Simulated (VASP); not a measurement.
# Si3N4 in VASP: notebook, part 2 of 2

VASP 6.6.1. Earlier steps stand in the parts before.

## (3) Relaxation of the atoms, PBE (9.73 Å³/atom)

This run uses another cell than the first one, of 9.73 Å³/atom.

The input, INCAR:

```
SYSTEM = Si3N4
PREC = Accurate
ENCUT = 520
EDIFF = 1E-7
ISMEAR = -1
SIGMA = 0.02
LREAL = .False.
LASPH = .True.
NELM = 80
ALGO = Normal
ISIF = 2
LWAVE = .False.
LCHARG = .False.
GGA = PE
IBRION = 2
NSW = 80
EDIFFG = -0.02
KPAR = 4
```

The input, KPOINTS:

```
regular mesh
0
Gamma
  4 4 10
  0 0 0
```

The input, POSCAR:

```
Si3N4
1.0
    7.4399564957      0.0000000000      0.0000000000
   -3.7199782478      6.4431913283      0.0000000000
    0.0000000000      0.0000000000      2.8430527633
Si N
6 8
Direct
    0.7673199111      0.1735618873      0.3256358183
    0.5937580238      0.7673199111      0.8256358183
    0.8264381127      0.5937580238      0.3256358183
    0.2326800889      0.8264381127      0.8256358183
    0.4062419762      0.2326800889      0.3256358183
    0.1735618873      0.4062419762      0.8256358183
    0.0293608826      0.3297475828      0.3256531520
    0.6996132998      0.0293608826      0.8256531520
    0.6702524172      0.6996132998      0.3256531520
    0.9706391174      0.6702524172      0.8256531520
    0.3003867002      0.9706391174      0.3256531520
    0.3297475828      0.3003867002      0.8256531520
    0.3333333333      0.6666666667     -0.1744669108
    0.6666666667      0.3333333333      0.3255330892
```

Potentials or basis: VASP PAW PBE potentials, release 64 (Si, N).

Started as:

```
> cat potpaw_PBE.64/Si/POTCAR potpaw_PBE.64/N/POTCAR > POTCAR
> mpirun -np 4 vasp_std > vasp.out
```

OUTCAR:

```text
SYSTEM = Si3N4
   PREC = Accurate
   ENCUT = 520
   EDIFF = 1E-7
   ISMEAR = -1
   LREAL = .False.
   LASPH = .True.
   NELM = 80
   ISIF = 2
   GGA = PE
   IBRION = 2
   NSW = 80
   EDIFFG = -0.02

 ion  position               nearest neighbor table
   1  0.767  0.174  0.326-  14 1.69   8 1.70   8 1.70   7 1.70   3 2.93   5 2.93   2 2.99   2 2.99
                             6 2.99   6 2.99
   2  0.594  0.767  0.826-  13 1.69   9 1.70   9 1.70   8 1.70   4 2.93   6 2.93   1 2.99   1 2.99
                             3 2.99   3 2.99
   3  0.826  0.594  0.326-  14 1.69  10 1.70  10 1.70   9 1.70   1 2.93   5 2.93   2 2.99   2 2.99
                             4 2.99   4 2.99
   4  0.233  0.826  0.826-  13 1.69  11 1.70  11 1.70  10 1.70   6 2.93   2 2.93   5 2.99   5 2.99
                             3 2.99   3 2.99
   5  0.406  0.233  0.326-  14 1.69  12 1.70  12 1.70  11 1.70   1 2.93   3 2.93   4 2.99   4 2.99
                             6 2.99   6 2.99
   6  0.174  0.406  0.826-  13 1.69   7 1.70   7 1.70  12 1.70   4 2.93   2 2.93   5 2.99   5 2.99
                             1 2.99   1 2.99
   7  0.029  0.330  0.326-   6 1.70   6 1.70   1 1.70
   8  0.700  0.029  0.826-   1 1.70   1 1.70   2 1.70
   9  0.670  0.700  0.326-   2 1.70   2 1.70   3 1.70
  10  0.971  0.670  0.826-   3 1.70   3 1.70   4 1.70
  11  0.300  0.971  0.326-   4 1.70   4 1.70   5 1.70
  12  0.330  0.300  0.826-   5 1.70   5 1.70   6 1.70
  13  0.333  0.667  0.826-   4 1.69   6 1.69   2 1.69
  14  0.667  0.333  0.326-   1 1.69   3 1.69   5 1.69

  LATTYP: Found a hexagonal cell.
 ALAT       =     7.4399564957
 C/A-ratio  =     0.3821329822

  Lattice vectors:

 A1 = (   7.4399564957,   0.0000000000,   0.0000000000)
 A2 = (  -3.7199782478,   6.4431913283,   0.0000000000)
 A3 = (   0.0000000000,   0.0000000000,   2.8430527633)

Analysis of symmetry for initial positions (statically):
=====================================================================
 Subroutine PRICEL returns:
 Original cell was already a primitive cell.

 Routine SETGRP: Setting up the symmetry group for a
 hexagonal supercell.

 Subroutine GETGRP returns: Found  6 space group operations
 (whereof  3 operations were pure point group operations)
 out of a pool of 24 trial point group operations.

[... 151 lines left out ...]
   NUPDOWN=      -1.0000    fix difference up-down
   EMIN   =  10.00;   EMAX   =-10.00  energy-range for DOS
   EFERMI =   0.00;   METHOD = LEGACY
   ISMEAR =    -1;   SIGMA  =   0.02  broadening in eV -4-tet -1-fermi 0-gaus
   EFERMI_NEDOS =   21; number of points for ismear=-14 and -15
   IALGO  =     38    algorithm
   IMIX   =      4    mixing-type and parameters
     AMIX     =   0.40;   BMIX     =  1.00
     AMIX_MAG =   1.60;   BMIX_MAG =  1.00
  volume/ion in A,a.u.               =       9.73        65.69
  Fermi-wavevector in a.u.,A,eV,Ry     =   1.272475  2.404630 22.030465  1.619193
  Thomas-Fermi vector in A             =   2.405352
   LORBIT       =      0    0 simple, 1 ext, 2 COOP (PROOUT), +10 PAW based schemes
   GGA     = PE    functional components
   LHFCALC =     F    Hartree Fock is set to
   AEXX    =    0.0000 exact exchange contribution
   IVDW    =     0    specifies the selected vdW correction
   LEPSILON=     F    determine dielectric tensor
   LRPA    =     F    only Hartree local field effects (RPA)
 conjugate gradient relaxation of ions
 non-spin polarized calculation
  energy-cutoff  :      520.00
  volume of cell :      136.29
 maximum number of plane-waves:      3690
 NGX is ok and might be reduce to    56
   NGX = 27   NGY = 27   NGZ = 11

--------------------------------------- Ionic step        1  -------------------------------------------

 number of electron      64.0000000 magnetization

 Free energy of the ion-electron system (eV)
  ---------------------------------------------------
  ext. energy  EPLUGINS =         0.00000000
  ---------------------------------------------------
  free energy    TOTEN  =      -113.65207436 eV

  energy without entropy =     -113.65207436  energy(sigma->0) =     -113.65207436

------------------------ aborting loop because EDIFF is reached ----------------------------------------

  FORCE on cell =-STRESS in cart. coord.  units (eV):
  Direction    XX          YY          ZZ          XY          YZ          ZX
  --------------------------------------------------------------------------------------
  -------------------------------------------------------------------------------------
  Total       20.6382836     20.6382836     21.7856347     -0.0000000      0.0000000      0.0000000
  in kB      242.6206798    242.6206798    256.1087735     -0.0000005      0.0000000      0.0000000
  external PRESSURE =     247.1167110 kB  Pullay stress =       0.0000000 kB
[... 323 lines left out ...]
--------------------------------------- Ionic step        8  -------------------------------------------

 number of electron      64.0000005 magnetization

 Free energy of the ion-electron system (eV)
  ---------------------------------------------------
  ext. energy  EPLUGINS =         0.00000000
  ---------------------------------------------------
  free energy    TOTEN  =      -113.66796074 eV

  energy without entropy =     -113.66796074  energy(sigma->0) =     -113.66796074

 E-fermi :   7.9585     XC(G=0): -11.1082

 val. band max:        7.4675464600   @ k =   0.0000   0.0000   0.2000
 cond. band min:      12.0635850818   @ k =   0.0000   0.0000   0.0000
 fundamental gap:      4.5960386218
 Fermi energy:         7.9585491486

 k-point     1 :       0.0000    0.0000    0.0000
  band No.  band energies     occupation
      1     -11.2348      2.00000
      2      -9.6334      2.00000
      3      -9.6334      2.00000
      4      -8.9462      2.00000
      5      -8.8711      2.00000
      6      -8.8711      2.00000
[... 1062 lines left out ...]
  FREE ENERGIE OF THE ION-ELECTRON SYSTEM (eV)
  ---------------------------------------------------
  free  energy   TOTEN  =      -113.6679607421 eV

  energy  without entropy=     -113.6679607421  energy(sigma->0) =     -113.66796074

 reached required accuracy - stopping structural energy minimisation
```

OSZICAR:

```text
N       E                     dE             d eps       ncg     rms          rms(c)
DAV:   1     0.315178164161E+03    0.31518E+03   -0.32779E+04  1928   0.150E+03
DAV:   2    -0.108433106880E+03   -0.42361E+03   -0.40883E+03  2512   0.311E+02
DAV:   3    -0.131351897824E+03   -0.22919E+02   -0.22794E+02  2304   0.805E+01
DAV:   4    -0.131753336665E+03   -0.40144E+00   -0.40025E+00  2360   0.111E+01
[... 70 lines left out ...]
DAV:   2    -0.113667970471E+03   -0.16059E-04   -0.29821E-04  2288   0.901E-02    0.195E-02
DAV:   3    -0.113667961594E+03    0.88772E-05   -0.11960E-05  2288   0.244E-02    0.891E-03
DAV:   4    -0.113667960670E+03    0.92391E-06   -0.10521E-05  2288   0.175E-02    0.276E-03
DAV:   5    -0.113667960718E+03   -0.48207E-07   -0.13378E-06  2272   0.705E-03    0.254E-03
DAV:   6    -0.113667960742E+03   -0.24147E-07   -0.98689E-08  1464   0.195E-03
   8 F= -.11366796E+03 E0= -.11366796E+03  d E =-.197609E-03
```

CONTCAR:

```text
Si3N4
   1.00000000000000
     7.4399564956999997    0.0000000000000000    0.0000000000000000
    -3.7199782477999999    6.4431913283000002    0.0000000000000000
     0.0000000000000000    0.0000000000000000    2.8430527632999998
  Si              N
     6     8
Direct
     0.7631001346339547    0.1695713609787371    0.3256166289205062
[... 17 lines left out ...]
  0.00000000E+00  0.00000000E+00  0.00000000E+00
  0.00000000E+00  0.00000000E+00  0.00000000E+00
  0.00000000E+00  0.00000000E+00  0.00000000E+00
  0.00000000E+00  0.00000000E+00  0.00000000E+00
  0.00000000E+00  0.00000000E+00  0.00000000E+00
  0.00000000E+00  0.00000000E+00  0.00000000E+00
  0.00000000E+00  0.00000000E+00  0.00000000E+00
  0.00000000E+00  0.00000000E+00  0.00000000E+00
  0.00000000E+00  0.00000000E+00  0.00000000E+00
  0.00000000E+00  0.00000000E+00  0.00000000E+00
  0.00000000E+00  0.00000000E+00  0.00000000E+00
```

Wall time 7.6 min (4 MPI ranks of Oxide Virtual Turin-like, shared host); peak memory 0.29 GiB.

Results:

* Free energy: -113.6680 eV
* Energy gained by relaxing: 1.1 meV/atom
* Ionic steps: 8
* Pressure after relaxing: 24.0 GPa
* Largest force after relaxing: 0.009 eV/Å
* Band gap on the k mesh: 4.60 eV (least direct gap 4.78 eV)

Forces on the atoms (eV/Å):
```
Si  -0.004  0.002  0.001
Si  -0.004 -0.003  0.001
Si   0.000 -0.005  0.001
Si   0.004 -0.002  0.001
Si   0.004  0.003  0.001
Si   0.000  0.005  0.001
N   -0.002  0.009  0.000
N   -0.009  0.003  0.000
N   -0.007 -0.006  0.000
N    0.002 -0.009  0.000
N    0.009 -0.003  0.000
N    0.007  0.006  0.000
N    0.000  0.000 -0.001
N    0.000  0.000 -0.001
```

Step by step:
```tsv
step	energy change (eV)	largest force (eV/Å)	pressure (GPa)
1	0.0000	0.1023	24.71
2	-0.0043	0.1223	24.60
3	-0.0059	0.2429	24.48
4	-0.0075	0.2234	24.45
5	-0.0114	0.1656	24.34
6	-0.0154	0.0588	24.13
7	-0.0157	0.0508	24.05
8	-0.0159	0.0093	24.05
```

Final structure:
```yaml
crystal:
  lattice:
    - [7.43996, 0.00000, 0.00000]
    - [-3.71998, 6.44319, 0.00000]
    - [0.00000, 0.00000, 2.84305]
  atoms:
    - { symbol: Si, position: [0.76310, 0.16957, 0.32562] }
    - { symbol: Si, position: [0.59353, 0.76310, 0.82562] }
    - { symbol: Si, position: [0.83043, 0.59353, 0.32562] }
    - { symbol: Si, position: [0.23690, 0.83043, 0.82562] }
    - { symbol: Si, position: [0.40647, 0.23690, 0.32562] }
    - { symbol: Si, position: [0.16957, 0.40647, 0.82562] }
    - { symbol: N, position: [0.02535, 0.32847, 0.32562] }
    - { symbol: N, position: [0.69688, 0.02535, 0.82562] }
    - { symbol: N, position: [0.67153, 0.69688, 0.32562] }
    - { symbol: N, position: [0.97465, 0.67153, 0.82562] }
    - { symbol: N, position: [0.30312, 0.97465, 0.32562] }
    - { symbol: N, position: [0.32847, 0.30312, 0.82562] }
    - { symbol: N, position: [0.33333, 0.66667, 0.82569] }
    - { symbol: N, position: [0.66667, 0.33333, 0.32569] }
```

## (4) Relaxation of the atoms, PBE (10.77 Å³/atom)

The input, INCAR:

```
SYSTEM = Si3N4
  PREC = Accurate
  ENCUT = 520
  EDIFF = 1E-6
  ISMEAR = -1
  SIGMA = 0.02
  LREAL = .False.
  LASPH = .True.
  NELM = 60
  ALGO = Normal
  ISIF = 2
  LWAVE = .False.
  LCHARG = .False.
  GGA = PE
  IBRION = 2
  NSW = 80
  EDIFFG = -0.02
  KPAR = 4
```

KPOINTS is that of step 3.

Changes to POSCAR since step 3:

```diff
@@ -2,5 +2,5 @@
 1.0
-    7.4399564957      0.0000000000      0.0000000000
-   -3.7199782478      6.4431913283      0.0000000000
-    0.0000000000      0.0000000000      2.8430527633
+    7.6949456720      0.0000000000      0.0000000000
+   -3.8474728360      6.6640184327      0.0000000000
+    0.0000000000      0.0000000000      2.9404925377
 Si N
```

Potentials or basis: VASP PAW PBE potentials, release 64 (Si, N).

Started as:

```
> cat potpaw_PBE.64/Si/POTCAR potpaw_PBE.64/N/POTCAR > POTCAR
> mpirun -np 4 vasp_std > vasp.out
```

OUTCAR:

```text
SYSTEM = Si3N4
   PREC = Accurate
   ENCUT = 520
   EDIFF = 1E-6
   ISMEAR = -1
   LREAL = .False.
   LASPH = .True.
   NELM = 60
   ISIF = 2
   GGA = PE
   IBRION = 2
   NSW = 80
   EDIFFG = -0.02

 ion  position               nearest neighbor table
   1  0.767  0.174  0.326-  14 1.75   8 1.76   8 1.76   7 1.76   5 3.03   3 3.03   6 3.09   6 3.09
                             2 3.09   2 3.09
   2  0.594  0.767  0.826-  13 1.75   9 1.76   9 1.76   8 1.76   4 3.03   6 3.03   3 3.09   3 3.09
                             1 3.09   1 3.09
   3  0.826  0.594  0.326-  14 1.75  10 1.76  10 1.76   9 1.76   5 3.03   1 3.03   2 3.09   2 3.09
                             4 3.09   4 3.09
   4  0.233  0.826  0.826-  13 1.75  11 1.76  11 1.76  10 1.76   2 3.03   6 3.03   3 3.09   3 3.09
                             5 3.09   5 3.09
   5  0.406  0.233  0.326-  14 1.75  12 1.76  12 1.76  11 1.76   1 3.03   3 3.03   6 3.09   6 3.09
                             4 3.09   4 3.09
[... 229 lines left out ...]
  Total       -3.0783618     -3.0783618     -3.7237907     -0.0000000      0.0000000      0.0000000
  in kB      -32.7090865    -32.7090865    -39.5670812     -0.0000004      0.0000000      0.0000000
  external PRESSURE =     -34.9950848 kB  Pullay stress =       0.0000000 kB
[... 227 lines left out ...]
--------------------------------------- Ionic step        6  -------------------------------------------

 number of electron      64.0000000 magnetization

 Free energy of the ion-electron system (eV)
  ---------------------------------------------------
  ext. energy  EPLUGINS =         0.00000000
  ---------------------------------------------------
  free energy    TOTEN  =      -114.52413299 eV

  energy without entropy =     -114.52413299  energy(sigma->0) =     -114.52413299

 E-fermi :   6.7966     XC(G=0): -10.6512

 val. band max:        6.4028498406   @ k =   0.0000   0.0000   0.2000
 cond. band min:      10.5895363893   @ k =   0.0000   0.0000   0.0000
 fundamental gap:      4.1866865486
 Fermi energy:         6.7966128814

 k-point     1 :       0.0000    0.0000    0.0000
  band No.  band energies     occupation
      1     -11.5657      2.00000
      2     -10.1740      2.00000
      3     -10.1740      2.00000
      4      -9.5401      2.00000
      5      -9.4046      2.00000
      6      -9.4046      2.00000
[... 1062 lines left out ...]
  FREE ENERGIE OF THE ION-ELECTRON SYSTEM (eV)
  ---------------------------------------------------
  free  energy   TOTEN  =      -114.5241329909 eV

  energy  without entropy=     -114.5241329908  energy(sigma->0) =     -114.52413299

 reached required accuracy - stopping structural energy minimisation
```

OSZICAR:

```text
N       E                     dE             d eps       ncg     rms          rms(c)
DAV:   1     0.318892733481E+03    0.31889E+03   -0.32145E+04  1920   0.148E+03
DAV:   2    -0.104940944313E+03   -0.42383E+03   -0.40782E+03  2480   0.303E+02
DAV:   3    -0.130149876210E+03   -0.25209E+02   -0.25066E+02  2304   0.824E+01
[... 44 lines left out ...]
       N       E                     dE             d eps       ncg     rms          rms(c)
DAV:   1    -0.114524114076E+03   -0.97416E-04   -0.14794E-02  1960   0.687E-01    0.247E-02
DAV:   2    -0.114524135208E+03   -0.21132E-04   -0.24578E-04  2448   0.779E-02    0.149E-02
DAV:   3    -0.114524133357E+03    0.18518E-05   -0.56354E-06  2224   0.146E-02    0.911E-03
DAV:   4    -0.114524132991E+03    0.36578E-06   -0.51022E-06  2272   0.130E-02
   6 F= -.11452413E+03 E0= -.11452413E+03  d E =-.116114E-03
```

CONTCAR:

```text
Si3N4
   1.00000000000000
     7.6949456720000002    0.0000000000000000    0.0000000000000000
    -3.8474728360000001    6.6640184326999998    0.0000000000000000
     0.0000000000000000    0.0000000000000000    2.9404925377000000
  Si              N
     6     8
Direct
     0.7694324952440494    0.1753796051309152    0.3256089298401773
[... 17 lines left out ...]
  0.00000000E+00  0.00000000E+00  0.00000000E+00
  0.00000000E+00  0.00000000E+00  0.00000000E+00
  0.00000000E+00  0.00000000E+00  0.00000000E+00
  0.00000000E+00  0.00000000E+00  0.00000000E+00
  0.00000000E+00  0.00000000E+00  0.00000000E+00
  0.00000000E+00  0.00000000E+00  0.00000000E+00
  0.00000000E+00  0.00000000E+00  0.00000000E+00
  0.00000000E+00  0.00000000E+00  0.00000000E+00
  0.00000000E+00  0.00000000E+00  0.00000000E+00
  0.00000000E+00  0.00000000E+00  0.00000000E+00
  0.00000000E+00  0.00000000E+00  0.00000000E+00
```

Run time: 5 min. Hardware: 4 MPI ranks of Oxide Virtual Turin-like, shared host; peak memory 0.33 GiB.

What came out:

```yaml
Free_energy: -114.5241 eV
Energy_gained_by_relaxing: 0.4 meV/atom
Ionic_steps: 6
Pressure_after_relaxing: -3.3 GPa
Largest_force_after_relaxing: 0.020 eV/Å
Band_gap_on_the_k_mesh: 4.19 eV (least direct gap 4.38 eV)
```

Forces on the atoms (eV/Å):
```
Si  -0.017  0.010  0.002
Si  -0.017 -0.009  0.002
Si  -0.001 -0.019  0.002
Si   0.017 -0.010  0.002
Si   0.017  0.009  0.002
Si   0.001  0.019  0.002
N    0.013  0.010 -0.001
N   -0.002  0.017 -0.001
N   -0.015  0.007 -0.001
N   -0.013 -0.010 -0.001
N    0.002 -0.017 -0.001
N    0.015 -0.007 -0.001
N    0.000  0.000 -0.001
N    0.000  0.000 -0.001
```

The path:
```tsv
step	energy change (eV)	largest force (eV/Å)	pressure (GPa)
1	0.0000	0.0592	-3.50
2	-0.0016	0.0550	-3.45
3	-0.0038	0.0954	-3.33
4	-0.0048	0.0455	-3.31
5	-0.0052	0.0267	-3.28
6	-0.0053	0.0195	-3.27
```

Final structure:
```yaml
crystal:
  lattice:
    - [7.69495, 0.00000, 0.00000]
    - [-3.84747, 6.66402, 0.00000]
    - [0.00000, 0.00000, 2.94049]
  atoms:
    - { symbol: Si, position: [0.76943, 0.17538, 0.32561] }
    - { symbol: Si, position: [0.59405, 0.76943, 0.82561] }
    - { symbol: Si, position: [0.82462, 0.59405, 0.32561] }
    - { symbol: Si, position: [0.23057, 0.82462, 0.82561] }
    - { symbol: Si, position: [0.40595, 0.23057, 0.32561] }
    - { symbol: Si, position: [0.17538, 0.40595, 0.82561] }
    - { symbol: N, position: [0.03126, 0.32997, 0.32563] }
    - { symbol: N, position: [0.70129, 0.03126, 0.82563] }
    - { symbol: N, position: [0.67004, 0.70129, 0.32563] }
    - { symbol: N, position: [0.96874, 0.67004, 0.82563] }
    - { symbol: N, position: [0.29871, 0.96874, 0.32563] }
    - { symbol: N, position: [0.32997, 0.29871, 0.82563] }
    - { symbol: N, position: [0.33333, 0.66667, 0.82569] }
    - { symbol: N, position: [0.66667, 0.33333, 0.32569] }
```

Levels at points of the mesh, in eV from the valence-band top:
| k point | band 29 | band 30 | band 31 | band 32 | band 33 | band 34 | band 35 | band 36 |
| --- | --- | --- | --- | --- | --- | --- | --- | --- |
| (0.00, 0.00, 0.00) | -1.24 | -0.44 | -0.40 | -0.19 | 4.19 | 4.47 | 4.69 | 4.69 |
| (0.50, 0.00, 0.00) | -1.31 | -0.76 | -0.31 | -0.24 | 4.43 | 4.54 | 4.71 | 5.06 |
| (0.00, 0.00, 0.50) | -1.56 | -1.56 | -1.27 | -1.27 | 4.61 | 4.61 | 4.61 | 4.61 |
| (0.50, 0.00, 0.50) | -1.45 | -1.45 | -1.00 | -1.00 | 4.64 | 4.64 | 5.71 | 5.71 |

A k mesh can miss the band edges.
